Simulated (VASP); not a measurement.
# IrC3 (I4/mmm) in VASP: further runs

IrC3 is run at these levels: PBE; tasks: single point.

All numbers are computed with VASP 6.6.1; they aren't measurements. Logs are shortened: lines on timing, memory, paths and dates and some standing lists are left out, and cuts for length are marked.

**1. The cell of the first run**

Symmetry: I4/mmm, No. 139, tetragonal system. The conventional cell has a = 3.191 Å, b = 3.191 Å, c = 7.127 Å, α = 90.00°, β = 90.00°, γ = 90.00°. Within 3.0 Å of Ir (site symmetry 4/mmm) lie 12 C at 2.26 to 2.39 Å. C (site symmetry 4/mmm) has 4 Ir at 2.26 Å and 8 C at 2.39 Å within 3.0 Å. Within 3.0 Å of C (site symmetry -4m2) lie 8 C at 2.26 to 2.39 Å and 4 Ir at 2.39 Å.

**2. Single point, PBE**

File INCAR:

```
SYSTEM = IrC3
ALGO = Normal ; EDIFF = 1E-6
ENCUT = 520 ; GGA = PE
ISIF = 2 ; ISMEAR = 0
LASPH = .True. ; LCHARG = .False.
LREAL = .False. ; LWAVE = .False.
NBANDS = 18 ; NELM = 100
PREC = Accurate ; SIGMA = 0.1
```

File KPOINTS:

```
k-points
0
Gamma
  8 8 8
  0 0 0
```

File POSCAR:

```
IrC3
1.0
   -1.5952996769      1.5952996769      3.5635265510
    1.5952996769     -1.5952996769      3.5635265510
    1.5952996769      1.5952996769     -3.5635265510
Ir C
1 3
Direct
    0.0000000000      0.0000000000      0.0000000000
    0.5000000000      0.5000000000      0.0000000000
    0.2500000000      0.7500000000      0.5000000000
    0.7500000000      0.2500000000      0.5000000000
```

Potentials or basis: VASP PAW PBE potentials, release 64 (Ir, C).

Command:

```sh
$ cat potpaw_PBE.64/Ir/POTCAR potpaw_PBE.64/C/POTCAR > POTCAR
$ mpirun -np 1 vasp_std > vasp.out
```

OUTCAR:

```text
SYSTEM = IrC3
   EDIFF = 1E-6
   ENCUT = 520
   GGA = PE
   ISIF = 2
   ISMEAR = 0
   LASPH = .True.
   LREAL = .False.
   NELM = 100
   PREC = Accurate

 ion  position               nearest neighbor table
   1  0.000  0.000  0.000-   2 2.26   2 2.26   2 2.26   2 2.26   4 2.39   3 2.39   4 2.39   3 2.39
                             4 2.39   4 2.39   3 2.39   3 2.39
   2  0.500  0.500  0.000-   1 2.26   1 2.26   1 2.26   1 2.26
   3  0.250  0.750  0.500-   1 2.39   1 2.39   1 2.39   1 2.39
   4  0.750  0.250  0.500-   1 2.39   1 2.39   1 2.39   1 2.39

  LATTYP: Found a body centered tetragonal cell.
 ALAT       =     3.1905993538
 C/A-ratio  =     2.2337662338

  Lattice vectors:

 A1 = (  -1.5952996769,   1.5952996769,   3.5635265510)
 A2 = (   1.5952996769,  -1.5952996769,   3.5635265510)
 A3 = (   1.5952996769,   1.5952996769,  -3.5635265510)

Analysis of symmetry for initial positions (statically):
=====================================================================
 Subroutine PRICEL returns:
 Original cell was already a primitive cell.

 Routine SETGRP: Setting up the symmetry group for a
 body centered tetragonal supercell.

 Subroutine GETGRP returns: Found 16 space group operations
 (whereof 16 operations were pure point group operations)
 out of a pool of 16 trial point group operations.

The static configuration has the point symmetry D_4h.

Analysis of symmetry for dynamics (positions and initial velocities):
=====================================================================
 Subroutine PRICEL returns:
 Original cell was already a primitive cell.

 Routine SETGRP: Setting up the symmetry group for a
 body centered tetragonal supercell.

 Subroutine GETGRP returns: Found 16 space group operations
 (whereof 16 operations were pure point group operations)
 out of a pool of 16 trial point group operations.

The dynamic configuration has the point symmetry D_4h.

 Subroutine INISYM returns: Found 16 space group operations
 (whereof 16 operations are pure point group operations),
 and found     1 'primitive' translations

----------------------------------------------------------------------------------------

                                     Primitive cell

  volume of cell :      36.2764

  direct lattice vectors                    reciprocal lattice vectors
    -1.595299677  1.595299677  3.563526551     0.000000000  0.313420737  0.140310446
     1.595299677 -1.595299677  3.563526551     0.313420737  0.000000000  0.140310446
     1.595299677  1.595299677 -3.563526551     0.313420737  0.313420737  0.000000000

  length of vectors
     4.217663286  4.217663286  4.217663286     0.343394204  0.343394204  0.443243857

  position of ions in fractional coordinates (direct lattice)
     0.000000000  0.000000000  0.000000000
     0.500000000  0.500000000  0.000000000
     0.250000000  0.750000000  0.500000000
     0.750000000  0.250000000  0.500000000

  ion indices of the primitive-cell ions
   primitive index   ion index
                 1           1
                 2           2
                 3           3
                 4           4

----------------------------------------------------------------------------------------

 KPOINTS: k-points

Automatic generation of k-mesh.
 Grid dimensions read from file:
 generate k-points for:    8    8    8

 Generating k-lattice:

  Cartesian coordinates                     Fractional coordinates (reciprocal lattice)
     0.000000000  0.039177592  0.017538806     0.125000000  0.000000000  0.000000000
     0.039177592  0.000000000  0.017538806     0.000000000  0.125000000  0.000000000
     0.039177592  0.039177592  0.000000000     0.000000000  0.000000000  0.125000000

  Length of vectors
     0.042924276  0.042924276  0.055405482

  Shift w.r.t. Gamma in fractional coordinates (k-lattice)
     0.000000000  0.000000000  0.000000000

 Subroutine IBZKPT returns following result:
 ===========================================

 Found     59 irreducible k-points:

 Following reciprocal coordinates:
            Coordinates               Weight
  0.000000  0.000000  0.000000      1.000000
  0.125000  0.000000  0.000000      8.000000
  0.250000  0.000000  0.000000      8.000000
  0.375000  0.000000  0.000000      8.000000
  0.500000  0.000000  0.000000      4.000000
  0.125000  0.125000  0.000000      8.000000
[... 16 lines left out ...]
  0.250000  0.125000  0.125000     16.000000
  0.375000  0.125000  0.125000      8.000000
 [... further k-points ...]
   k-points           NKPTS =     59   k-points in BZ     NKDIM =     59   number of bands    NBANDS=     18
   number of dos      NEDOS =    301   number of ions     NIONS =      4
   total plane-waves  NPLWV =  32768
   dimension x,y,z NGX =    32 NGY =   32 NGZ =   32
   dimension x,y,z NGXF=    64 NGYF=   64 NGZF=   64
   ions per type =               1   3
   NGX,Y,Z   is equivalent  to a cutoff of  12.61, 12.61, 12.61 a.u.
   NGXF,Y,Z  is equivalent  to a cutoff of  25.23, 25.23, 25.23 a.u.
 SYSTEM =  IrC3
   PREC   = accura    normal or accurate (medium, high low for compatibility)
   ISTART =      0    job   : 0-new  1-cont  2-samecut
   ICHARG =      2    charge: 1-file 2-atom 10-const
   ISPIN  =      1    spin polarized calculation?
   LNONCOLLINEAR =      F non collinear calculations
   LSORBIT =      F    spin-orbit coupling
   LASPH  =      T    aspherical Exc in radial PAW
   ENCUT  =  520.0 eV  38.22 Ry    6.18 a.u.   7.84  7.84  7.84*2*pi/ulx,y,z
   NELM   =    100;   NELMIN=  2; NELMDL= -5     # of ELM steps
   EDIFF  = 0.1E-05   stopping-criterion for ELM
   LREAL  =      F    real-space projection
   EDIFFG = 0.1E-04   stopping-criterion for IOM
   NSW    =      0    number of steps for IOM
   IBRION =     -1    ionic relax: 0-MD 1-quasi-New 2-CG
   NFREE  =      0    steps in history (QN), initial steepest desc. (CG)
   ISIF   =      2    stress and relaxation
   ISYM   =      2    0-nonsym 1-usesym 2-fastsym
   POTIM  = 0.5000    time-step for ionic-motion
   TEBEG  =    0.0;   TEEND  =   0.0 temperature during run
   PSTRESS=    0.0 pullay stress
   NELECT =      21.0000    total number of electrons
   NUPDOWN=      -1.0000    fix difference up-down
   EMIN   =  10.00;   EMAX   =-10.00  energy-range for DOS
   EFERMI =   0.00;   METHOD = LEGACY
   ISMEAR =     0;   SIGMA  =   0.10  broadening in eV -4-tet -1-fermi 0-gaus
   EFERMI_NEDOS =   21; number of points for ismear=-14 and -15
   IALGO  =     38    algorithm
   IMIX   =      4    mixing-type and parameters
     AMIX     =   0.40;   BMIX     =  1.00
     AMIX_MAG =   1.60;   BMIX_MAG =  1.00
  volume/ion in A,a.u.               =       9.07        61.20
  Fermi-wavevector in a.u.,A,eV,Ry     =   1.364394  2.578330 25.328205  1.861571
  Thomas-Fermi vector in A             =   2.490713
   LORBIT       =      0    0 simple, 1 ext, 2 COOP (PROOUT), +10 PAW based schemes
   GGA     = PE    functional components
   LHFCALC =     F    Hartree Fock is set to
   AEXX    =    0.0000 exact exchange contribution
   IVDW    =     0    specifies the selected vdW correction
   LEPSILON=     F    determine dielectric tensor
   LRPA    =     F    only Hartree local field effects (RPA)
 non-spin polarized calculation
 Gauss-broadening in eV      SIGMA  =   0.10
  energy-cutoff  :      520.00
  volume of cell :       36.28
 maximum number of plane-waves:      1004
   NGX = 15   NGY = 15   NGZ = 15

 number of electron      21.0000001 magnetization

 Free energy of the ion-electron system (eV)
  ---------------------------------------------------
  ext. energy  EPLUGINS =         0.00000000
  ---------------------------------------------------
  free energy    TOTEN  =       -24.14361239 eV

  energy without entropy =      -24.13423457  energy(sigma->0) =      -24.13892348

 E-fermi :   8.6742     XC(G=0): -13.1058

 val. band max:        8.6080414195   @ k =  -0.2500   0.3750   0.1250
 cond. band min:       8.6887766358   @ k =   0.1250   0.0000   0.0000
 fundamental gap:      0.0807352163
 Fermi energy:         8.6742005309

 k-point     1 :       0.0000    0.0000    0.0000
  band No.  band energies     occupation
      1      -8.0308      2.00000
      2      -0.8905      2.00000
      3       2.3339      2.00000
      4       2.6476      2.00000
      5       2.6875      2.00000
      6       2.6875      2.00000
[... 10 lines left out ...]
     17      12.7976      0.00000
     18      15.0985      0.00000

 k-point     2 :       0.1250    0.0000    0.0000
  band No.  band energies     occupation
      1      -7.7689      2.00000
      2      -0.9239      2.00000
      3       0.9490      2.00000
      4       2.2149      2.00000
      5       2.8525      2.00000
      6       3.0113      2.00000
[... 10 lines left out ...]
     17      12.9190      0.00000
     18      15.7043      0.00000

 k-point     3 :       0.2500    0.0000    0.0000
  band No.  band energies     occupation
      1      -7.0081      2.00000
      2      -1.4117      2.00000
      3      -0.1758      2.00000
      4       1.6765      2.00000
      5       3.0526      2.00000
      6       3.5145      2.00000
[... 10 lines left out ...]
     17      12.9524      0.00000
     18      16.8848      0.00000

 k-point     4 :       0.3750    0.0000    0.0000
  band No.  band energies     occupation
      1      -5.8249      2.00000
      2      -2.7934      2.00000
      3      -0.1976      2.00000
      4       0.7889      2.00000
      5       2.5146      2.00000
      6       3.7642      2.00000
[... 10 lines left out ...]
     17      13.3005      0.00000
     18      18.3233      0.00000

 k-point     5 :       0.5000    0.0000    0.0000
  band No.  band energies     occupation
      1      -4.4066      2.00000
      2      -4.3016      2.00000
      3       0.1123      2.00000
      4       0.1497      2.00000
      5       2.2659      2.00000
      6       3.7479      2.00000
[... 10 lines left out ...]
     17      14.2287      0.00000
     18      19.6663      0.00000

 k-point     6 :       0.1250    0.1250    0.0000
  band No.  band energies     occupation
      1      -7.4282      2.00000
      2      -1.2836      2.00000
      3       0.4966      2.00000
      4       2.1870      2.00000
      5       2.5122      2.00000
      6       3.3896      2.00000
[... 10 lines left out ...]
     17      13.2768      0.00000
     18      16.2871      0.00000

 k-point     7 :       0.2500    0.1250    0.0000
  band No.  band energies     occupation
      1      -6.6110      2.00000
      2      -1.7790      2.00000
      3      -0.4909      2.00000
      4       1.9443      2.00000
      5       2.5921      2.00000
      6       3.2278      2.00000
[... 10 lines left out ...]
     17      13.1281      0.00000
     18      17.3191      0.00000

 k-point     8 :       0.3750    0.1250    0.0000
  band No.  band energies     occupation
      1      -5.4114      2.00000
      2      -2.9215      2.00000
      3      -0.8212      2.00000
      4       1.0947      2.00000
      5       2.6664      2.00000
      6       3.7198      2.00000
[... 10 lines left out ...]
     17      13.2388      0.00000
     18      18.2675      0.00000
[... 229 lines left out ...]
     17      14.0288      0.00000
     18      14.7695      0.00000

 k-point    20 :      -0.3750    0.3750    0.0000
  band No.  band energies     occupation
      1      -4.6942      2.00000
      2      -2.0156      2.00000
      3      -1.5462      2.00000
      4       1.1864      2.00000
      5       2.4563      2.00000
      6       2.6735      2.00000
[... 10 lines left out ...]
     17      14.1887      0.00000
     18      15.4424      0.00000

 k-point    21 :       0.5000    0.5000    0.0000
  band No.  band energies     occupation
      1      -3.6544      2.00000
      2      -2.3582      2.00000
      3      -2.0193      2.00000
      4       1.5788      2.00000
      5       1.8847      2.00000
      6       2.6267      2.00000
[... 10 lines left out ...]
     17      14.0727      0.00000
     18      14.3830      0.00000

 k-point    22 :       0.1250    0.1250    0.1250
  band No.  band energies     occupation
      1      -6.2267      2.00000
      2      -1.1338      2.00000
      3      -1.0162      2.00000
      4       1.6589      2.00000
      5       2.3186      2.00000
      6       2.3821      2.00000
[... 10 lines left out ...]
     17      13.6712      0.00000
     18      17.8083      0.00000

 k-point    23 :       0.2500    0.1250    0.1250
  band No.  band energies     occupation
      1      -5.1604      2.00000
      2      -2.3912      2.00000
      3      -1.1385      2.00000
      4       1.3265      2.00000
      5       2.6736      2.00000
      6       2.9673      2.00000
[... 10 lines left out ...]
     17      13.5337      0.00000
     18      17.0714      0.00000

 k-point    24 :       0.3750    0.1250    0.1250
  band No.  band energies     occupation
      1      -4.0968      2.00000
      2      -3.5320      2.00000
      3      -1.1532      2.00000
      4       1.1576      2.00000
      5       2.6883      2.00000
      6       2.8487      2.00000
[... 10 lines left out ...]
     17      13.1697      0.00000
     18      16.5140      0.00000

 [... further k-points ...]

------------------------ aborting loop because EDIFF is reached ----------------------------------------

  FORCE on cell =-STRESS in cart. coord.  units (eV):
  Direction    XX          YY          ZZ          XY          YZ          ZX
  --------------------------------------------------------------------------------------
  -------------------------------------------------------------------------------------
  Total        0.0616710      0.0616710     -1.6531809      0.0000000      0.0000000      0.0000000
  in kB        2.7237500      2.7237500    -73.0140459      0.0000000      0.0000000      0.0000000
  external PRESSURE =     -22.5221819 kB  Pullay stress =       0.0000000 kB

 VOLUME and BASIS-vectors are now :
 -----------------------------------------------------------------------------
  energy-cutoff  :      520.00
  volume of cell :       36.28
      direct lattice vectors                 reciprocal lattice vectors
    -1.595299677  1.595299677  3.563526551     0.000000000  0.313420737  0.140310446
     1.595299677 -1.595299677  3.563526551     0.313420737  0.000000000  0.140310446
     1.595299677  1.595299677 -3.563526551     0.313420737  0.313420737  0.000000000

 POSITION                                       TOTAL-FORCE (eV/Angst)
 -----------------------------------------------------------------------------------
      0.00000      0.00000      0.00000        -0.000000      0.000000      0.000000
      0.00000      0.00000      3.56353        -0.000000      0.000000      0.000000
      1.59530     -0.00000      1.78176        -0.000000     -0.000000     -0.000000
     -0.00000      1.59530      1.78176         0.000000      0.000000      0.000000
 -----------------------------------------------------------------------------------
    total drift:                                0.000000     -0.000000     -0.000000

  FREE ENERGIE OF THE ION-ELECTRON SYSTEM (eV)
  ---------------------------------------------------
  free  energy   TOTEN  =       -24.1436123898 eV

  energy  without entropy=      -24.1342345731  energy(sigma->0) =      -24.13892348
```

It took 38 s on 1 thread of Intel Xeon Platinum 8259CL at 2.50GHz (Skylake/Cascade Lake), shared host; peak memory 0.2 GiB.

What came out:

```yaml
Free_energy: -24.1436 eV
Pressure: -2.3 GPa
Band_gap_on_the_k_mesh: zero (an odd number of electrons rules out a gap without spin polarisation)
```

Caveat: the stress differs along the axes, from -7 to 0 GPa; spin-orbit coupling is left out, which moves the levels of the heavy elements.

**3. Single point, PBE**

This run uses another cell than the first one, of 8.74 Å³/atom.

File INCAR:

```
SYSTEM = IrC3
PREC = Accurate ; ENCUT = 520
EDIFF = 1E-6 ; ISMEAR = 0
SIGMA = 0.1 ; LREAL = .FALSE.
LASPH = .TRUE. ; NELM = 100
ALGO = Normal ; ISIF = 2
LWAVE = .FALSE. ; LCHARG = .FALSE.
GGA = PE ; NBANDS = 18
```

File KPOINTS:

```
regular mesh
0
G
  20 20 20
  0 0 0
```

File POSCAR:

```
IrC3
1.0
   -1.7563651420      1.7563651420      2.8344584794
    1.7563651420     -1.7563651420      2.8344584794
    1.7563651420      1.7563651420     -2.8344584794
Ir C
1 3
Direct
    0.0000000000      0.0000000000      0.0000000000
    0.5000000000      0.5000000000      0.0000000000
    0.2500000000      0.7500000000      0.5000000000
    0.7500000000      0.2500000000      0.5000000000
```

Potentials or basis: VASP PAW PBE potentials, release 64 (Ir, C).

Command:

```sh
$ cat potpaw_PBE.64/Ir/POTCAR potpaw_PBE.64/C/POTCAR > POTCAR
$ mpirun -np 1 vasp_std > vasp.out
```

Run time: 5.4 min. Hardware: 1 thread of Intel Xeon Platinum 8259CL at 2.50GHz (Skylake/Cascade Lake), shared host; peak memory 0.47 GiB.

The run converged. Its results:

```
Free energy            : -24.7746 eV
Pressure               : 1.1 GPa
Band gap on the k mesh : zero (an odd number of electrons rules out a gap without spin polarisation)
```

Stress tensor (GPa, compression positive):
```
1.19 0.00 0.00
0.00 1.19 0.00
0.00 0.00 1.02
```

Levels at points of the mesh, in eV from the Fermi level:
| k point | band 6 | band 7 | band 8 | band 9 | band 10 | band 11 | band 12 | band 13 | band 14 | band 15 |
| --- | --- | --- | --- | --- | --- | --- | --- | --- | --- | --- |
| (0.00, 0.00, 0.00) | -5.69 | -3.47 | -2.89 | -2.24 | -2.24 | -2.16 | 2.10 | 2.78 | 2.78 | 4.01 |
| (0.50, 0.00, 0.00) | -4.17 | -3.74 | -2.78 | -1.85 | -1.56 | 0.86 | 1.57 | 1.85 | 2.46 | 4.20 |
| (0.50, 0.50, 0.00) | -4.70 | -4.56 | -2.88 | -1.87 | -0.44 | 1.57 | 1.74 | 3.27 | 3.28 | 4.37 |
| (0.50, 0.50, 0.50) | -3.49 | -3.49 | -3.16 | -2.43 | -0.89 | 1.24 | 1.58 | 2.54 | 2.92 | 2.92 |

Caveat: spin-orbit coupling is left out, which moves the levels of the heavy elements.

The gap in the log of VASP goes by the Fermi energy; the results here count the filled bands.